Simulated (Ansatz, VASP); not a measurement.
# BeRu3: VASP beside Ansatz

```
Ru Be
1.0
    -1.80576    1.80576    3.95339
     1.80576   -1.80576    3.95339
     1.80576    1.80576   -3.95339
Ru Be
3 1
Cartesian
  0.0000 0.0000 3.9534
  1.8058 0.0000 1.9767
  0.0000 1.8058 1.9767
  0.0000 0.0000 0.0000
```

Alike in both runs: task single point; functional PBE; k mesh 10 × 10 × 10; occupations fermi-dirac, width 0.05 eV; no spin polarisation.

|  | VASP | Ansatz |
| --- | --- | --- |
| version | VASP 6.6.1 | Ansatz 0.2.0 |
| potentials or method | VASP PAW PBE potentials, release 64 (Ru_pv, Be) | Ansatz PAW |
| plane-wave cutoff (eV) | 520 | 420 |
| valence electrons in the cell | 44 | 50 |

|  | VASP | Ansatz | Ansatz less VASP |
| --- | --- | --- | --- |
| gap on the k mesh at the Fermi level (eV) | none | none | - |
| pressure (GPa) | -2.2 | -2.2 | +0.08 |
| traceless stress, the component that is largest in VASP (GPa) | 0.41 | 0.42 | +0.016 |

A gap of «none» marks a metal or a gap that the smearing closes. With one functional, cell and mesh, what is left measures potentials, basis and numerics. VASP's potentials hold 44 valence electrons a cell and Ansatz's 50, so a difference there can come from the potentials and not from the codes.
